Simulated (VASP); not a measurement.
# ZnS (F-43m) in VASP: a series of runs

The runs below take ZnS through single point, with LDA.

Everything below comes from runs of VASP 6.6.1. Logs are shortened: lines on timing, memory, paths and dates and some standing lists are left out, and cuts for length are marked.

### Step 1. The cell of the first run

Symmetry: F-43m, No. 216, cubic system. Conventional cell: a = 5.404 Å, b = 5.404 Å, c = 5.404 Å, α = 90.00°, β = 90.00°, γ = 90.00°. Zn (site symmetry -43m) has 4 S at 2.34 Å within 3.1 Å. S (site symmetry -43m) has 4 Zn at 2.34 Å within 3.1 Å.

### Step 2. Single point, LDA

INCAR

```
SYSTEM = ZnS
  ALGO = Normal
  EDIFF = 1E-6
  ENCUT = 500
  GGA_COMPAT = .False.
  ISIF = 2
  ISMEAR = 0
  LASPH = .True.
  LCHARG = .False.
  LREAL = .False.
  LWAVE = .False.
  NBANDS = 16
  NELM = 120
  PREC = Accurate
  SIGMA = 0.01
```

KPOINTS

```
k-points
0
Gamma
  6 6 6
  0 0 0
```

POSCAR

```
ZnS
1.0
    0.0000000000      2.7020000000      2.7020000000
    2.7020000000      0.0000000000      2.7020000000
    2.7020000000      2.7020000000      0.0000000000
Zn S
1 1
Direct
    0.2500000000      0.2500000000      0.2500000000
    0.0000000000      0.0000000000      0.0000000000
```

Potentials or basis: VASP PAW LDA potentials, release 64 (Zn, S).

Started as:

```sh
$ cat potpaw_LDA.64/Zn/POTCAR potpaw_LDA.64/S/POTCAR > POTCAR
$ mpirun -np 1 vasp_std > vasp.out
```

OUTCAR:

```text
SYSTEM = ZnS
   EDIFF = 1E-6
   ENCUT = 500
   ISIF = 2
   ISMEAR = 0
   LASPH = .True.
   LREAL = .False.
   NELM = 120
   PREC = Accurate

 ion  position               nearest neighbor table
   1  0.250  0.250  0.250-   2 2.34   2 2.34   2 2.34   2 2.34
   2  0.000  0.000  0.000-   1 2.34   1 2.34   1 2.34   1 2.34

  LATTYP: Found a face centered cubic cell.
 ALAT       =     5.4040000000

  Lattice vectors:

 A1 = (   0.0000000000,   2.7020000000,   2.7020000000)
 A2 = (   2.7020000000,   0.0000000000,   2.7020000000)
 A3 = (   2.7020000000,   2.7020000000,   0.0000000000)

Analysis of symmetry for initial positions (statically):
=====================================================================
 Subroutine PRICEL returns:
 Original cell was already a primitive cell.

 Routine SETGRP: Setting up the symmetry group for a
 face centered cubic supercell.

 Subroutine GETGRP returns: Found 24 space group operations
 (whereof 24 operations were pure point group operations)
 out of a pool of 48 trial point group operations.

The static configuration has the point symmetry T_d .

Analysis of symmetry for dynamics (positions and initial velocities):
=====================================================================
 Subroutine PRICEL returns:
 Original cell was already a primitive cell.

 Routine SETGRP: Setting up the symmetry group for a
 face centered cubic supercell.

 Subroutine GETGRP returns: Found 24 space group operations
 (whereof 24 operations were pure point group operations)
 out of a pool of 48 trial point group operations.

The dynamic configuration has the point symmetry T_d .

 Subroutine INISYM returns: Found 24 space group operations
 (whereof 24 operations are pure point group operations),
 and found     1 'primitive' translations

----------------------------------------------------------------------------------------

                                     Primitive cell

  volume of cell :      39.4535

  direct lattice vectors                    reciprocal lattice vectors
     0.000000000  2.702000000  2.702000000    -0.185048113  0.185048113  0.185048113
     2.702000000  0.000000000  2.702000000     0.185048113 -0.185048113  0.185048113
     2.702000000  2.702000000  0.000000000     0.185048113  0.185048113 -0.185048113

  length of vectors
     3.821205046  3.821205046  3.821205046     0.320512733  0.320512733  0.320512733

  position of ions in fractional coordinates (direct lattice)
     0.250000000  0.250000000  0.250000000
     0.000000000  0.000000000  0.000000000

  ion indices of the primitive-cell ions
   primitive index   ion index
                 1           1
                 2           2

----------------------------------------------------------------------------------------

 KPOINTS: k-points

Automatic generation of k-mesh.
 Grid dimensions read from file:
 generate k-points for:    6    6    6

 Generating k-lattice:

  Cartesian coordinates                     Fractional coordinates (reciprocal lattice)
    -0.030841352  0.030841352  0.030841352     0.166666667  0.000000000  0.000000000
     0.030841352 -0.030841352  0.030841352     0.000000000  0.166666667  0.000000000
     0.030841352  0.030841352 -0.030841352     0.000000000  0.000000000  0.166666667

  Length of vectors
     0.053418789  0.053418789  0.053418789

  Shift w.r.t. Gamma in fractional coordinates (k-lattice)
     0.000000000  0.000000000  0.000000000

 Subroutine IBZKPT returns following result:
 ===========================================

 Found     16 irreducible k-points:

 Following reciprocal coordinates:
            Coordinates               Weight
  0.000000  0.000000  0.000000      1.000000
  0.166667  0.000000  0.000000      8.000000
  0.333333  0.000000  0.000000      8.000000
  0.500000  0.000000  0.000000      4.000000
  0.166667  0.166667  0.000000      6.000000
  0.333333  0.166667  0.000000     24.000000
[... 8 lines left out ...]
 -0.333333  0.333333  0.166667     24.000000
 -0.333333  0.500000  0.166667     12.000000
   k-points           NKPTS =     16   k-points in BZ     NKDIM =     16   number of bands    NBANDS=     16
   number of dos      NEDOS =    301   number of ions     NIONS =      2
   total plane-waves  NPLWV =  21952
   dimension x,y,z NGX =    28 NGY =   28 NGZ =   28
   dimension x,y,z NGXF=    56 NGYF=   56 NGZF=   56
   ions per type =               1   1
   NGX,Y,Z   is equivalent  to a cutoff of  12.18, 12.18, 12.18 a.u.
   NGXF,Y,Z  is equivalent  to a cutoff of  24.36, 24.36, 24.36 a.u.
 SYSTEM =  ZnS
   PREC   = accura    normal or accurate (medium, high low for compatibility)
   ISTART =      0    job   : 0-new  1-cont  2-samecut
   ICHARG =      2    charge: 1-file 2-atom 10-const
   ISPIN  =      1    spin polarized calculation?
   LNONCOLLINEAR =      F non collinear calculations
   LSORBIT =      F    spin-orbit coupling
   LASPH  =      T    aspherical Exc in radial PAW
   ENCUT  =  500.0 eV  36.75 Ry    6.06 a.u.   6.97  6.97  6.97*2*pi/ulx,y,z
   NELM   =    120;   NELMIN=  2; NELMDL= -5     # of ELM steps
   EDIFF  = 0.1E-05   stopping-criterion for ELM
   LREAL  =      F    real-space projection
   EDIFFG = 0.1E-04   stopping-criterion for IOM
   NSW    =      0    number of steps for IOM
   IBRION =     -1    ionic relax: 0-MD 1-quasi-New 2-CG
   NFREE  =      0    steps in history (QN), initial steepest desc. (CG)
   ISIF   =      2    stress and relaxation
   ISYM   =      2    0-nonsym 1-usesym 2-fastsym
   POTIM  = 0.5000    time-step for ionic-motion
   TEBEG  =    0.0;   TEEND  =   0.0 temperature during run
   PSTRESS=    0.0 pullay stress
   NELECT =      18.0000    total number of electrons
   NUPDOWN=      -1.0000    fix difference up-down
   EMIN   =  10.00;   EMAX   =-10.00  energy-range for DOS
   EFERMI =   0.00;   METHOD = LEGACY
   ISMEAR =     0;   SIGMA  =   0.01  broadening in eV -4-tet -1-fermi 0-gaus
   EFERMI_NEDOS =   21; number of points for ismear=-14 and -15
   IALGO  =     38    algorithm
   IMIX   =      4    mixing-type and parameters
     AMIX     =   0.40;   BMIX     =  1.00
     AMIX_MAG =   1.60;   BMIX_MAG =  1.00
  volume/ion in A,a.u.               =      19.73       133.12
  Fermi-wavevector in a.u.,A,eV,Ry     =   1.260290  2.381602 21.610537  1.588330
  Thomas-Fermi vector in A             =   2.393807
   LORBIT       =      0    0 simple, 1 ext, 2 COOP (PROOUT), +10 PAW based schemes
   GGA     = CA    functional components
   LHFCALC =     F    Hartree Fock is set to
   AEXX    =    0.0000 exact exchange contribution
   IVDW    =     0    specifies the selected vdW correction
   LEPSILON=     F    determine dielectric tensor
   LRPA    =     F    only Hartree local field effects (RPA)
 non-spin polarized calculation
 Gauss-broadening in eV      SIGMA  =   0.01
  energy-cutoff  :      500.00
  volume of cell :       39.45
 maximum number of plane-waves:      1018
   NGX = 13   NGY = 13   NGZ = 13

 number of electron      18.0000000 magnetization

 Free energy of the ion-electron system (eV)
  ---------------------------------------------------
  ext. energy  EPLUGINS =         0.00000000
  ---------------------------------------------------
  free energy    TOTEN  =        -8.17317833 eV

  energy without entropy =       -8.17317833  energy(sigma->0) =       -8.17317833

 E-fermi :   1.9814     XC(G=0): -10.0384

 val. band max:        1.9281660980   @ k =   0.0000   0.0000   0.0000
 cond. band min:       3.8153408075   @ k =   0.0000   0.0000   0.0000
 fundamental gap:      1.8871747094
 Fermi energy:         1.9813884246

 k-point     1 :       0.0000    0.0000    0.0000
  band No.  band energies     occupation
      1     -11.1806      2.00000
      2      -4.5712      2.00000
      3      -4.5712      2.00000
      4      -4.5712      2.00000
      5      -4.0902      2.00000
      6      -4.0902      2.00000
[... 8 lines left out ...]
     15      13.6797      0.00000
     16      13.6797      0.00000

 k-point     2 :       0.1667    0.0000    0.0000
  band No.  band energies     occupation
      1     -10.9734      2.00000
      2      -4.5633      2.00000
      3      -4.5365      2.00000
      4      -4.5365      2.00000
      5      -4.0922      2.00000
      6      -4.0922      2.00000
[... 8 lines left out ...]
     15      12.8325      0.00000
     16      14.3080      0.00000

 k-point     3 :       0.3333    0.0000    0.0000
  band No.  band energies     occupation
      1     -10.5020      2.00000
      2      -4.4794      2.00000
      3      -4.4794      2.00000
      4      -4.4028      2.00000
      5      -4.0788      2.00000
      6      -4.0788      2.00000
[... 8 lines left out ...]
     15      13.4337      0.00000
     16      13.4812      0.00000

 k-point     4 :       0.5000    0.0000    0.0000
  band No.  band energies     occupation
      1     -10.2280      2.00000
      2      -4.4594      2.00000
      3      -4.4594      2.00000
      4      -4.0604      2.00000
      5      -4.0604      2.00000
      6      -3.8818      2.00000
[... 8 lines left out ...]
     15      15.3126      0.00000
     16      15.3126      0.00000
[... 172 lines left out ...]
 k-point    14 :       0.5000    0.3333    0.1667
  band No.  band energies     occupation
      1     -10.1748      2.00000
      2      -4.4765      2.00000
      3      -4.3975      2.00000
      4      -4.2798      2.00000
      5      -4.0671      2.00000
      6      -4.0102      2.00000
[... 8 lines left out ...]
     15      15.7477      0.00000
     16      16.4191      0.00000

 k-point    15 :      -0.3333    0.3333    0.1667
  band No.  band energies     occupation
      1      -9.9885      2.00000
      2      -4.4401      2.00000
      3      -4.3566      2.00000
      4      -4.1425      2.00000
      5      -4.0978      2.00000
      6      -3.7654      2.00000
[... 8 lines left out ...]
     15      15.5024      0.00000
     16      16.2924      0.00000

 k-point    16 :      -0.3333    0.5000    0.1667
  band No.  band energies     occupation
      1      -9.9033      2.00000
      2      -4.4780      2.00000
      3      -4.2883      2.00000
      4      -4.1992      2.00000
      5      -4.0669      2.00000
      6      -3.7253      2.00000
[... 8 lines left out ...]
     15      15.8148      0.00000
     16      16.5987      0.00000

------------------------ aborting loop because EDIFF is reached ----------------------------------------

  FORCE on cell =-STRESS in cart. coord.  units (eV):
  Direction    XX          YY          ZZ          XY          YZ          ZX
  --------------------------------------------------------------------------------------
  -------------------------------------------------------------------------------------
  Total       -1.0660610     -1.0660610     -1.0660610      0.0000000     -0.0000000     -0.0000000
  in kB      -43.2918980    -43.2918980    -43.2918980      0.0000000     -0.0000000     -0.0000000
  external PRESSURE =     -43.2918980 kB  Pullay stress =       0.0000000 kB

 VOLUME and BASIS-vectors are now :
 -----------------------------------------------------------------------------
  energy-cutoff  :      500.00
  volume of cell :       39.45
      direct lattice vectors                 reciprocal lattice vectors
     0.000000000  2.702000000  2.702000000    -0.185048113  0.185048113  0.185048113
     2.702000000  0.000000000  2.702000000     0.185048113 -0.185048113  0.185048113
     2.702000000  2.702000000  0.000000000     0.185048113  0.185048113 -0.185048113

 POSITION                                       TOTAL-FORCE (eV/Angst)
 -----------------------------------------------------------------------------------
      1.35100      1.35100      1.35100         0.000000      0.000000      0.000000
      0.00000      0.00000      0.00000        -0.000000     -0.000000     -0.000000
 -----------------------------------------------------------------------------------
    total drift:                               -0.000000     -0.000000     -0.000000

  FREE ENERGIE OF THE ION-ELECTRON SYSTEM (eV)
  ---------------------------------------------------
  free  energy   TOTEN  =        -8.1731783328 eV

  energy  without entropy=       -8.1731783328  energy(sigma->0) =       -8.17317833
```

It took 15 s on 1 thread of Intel Xeon 8259CL, shared host; peak memory 0.14 GiB.

What came out:

```yaml
Free_energy: -8.1732 eV
Pressure: -4.3 GPa
Band_gap_on_the_k_mesh: 1.89 eV, direct
```

Levels at points of the mesh, in eV from the valence-band top:
| k point | band 7 | band 8 | band 9 | band 10 | band 11 | band 12 |
| --- | --- | --- | --- | --- | --- | --- |
| (0.00, 0.00, 0.00) | 0.00 | 0.00 | 0.00 | 1.89 | 6.25 | 6.25 |
| (0.50, 0.00, 0.00) | -5.38 | -0.88 | -0.88 | 3.11 | 6.79 | 6.79 |
| (0.50, 0.50, 0.00) | -4.67 | -2.25 | -2.25 | 3.19 | 3.90 | 10.72 |

As with any semilocal functional, this LDA gap is likely too small.

(Part 1 of 2 ends here.)
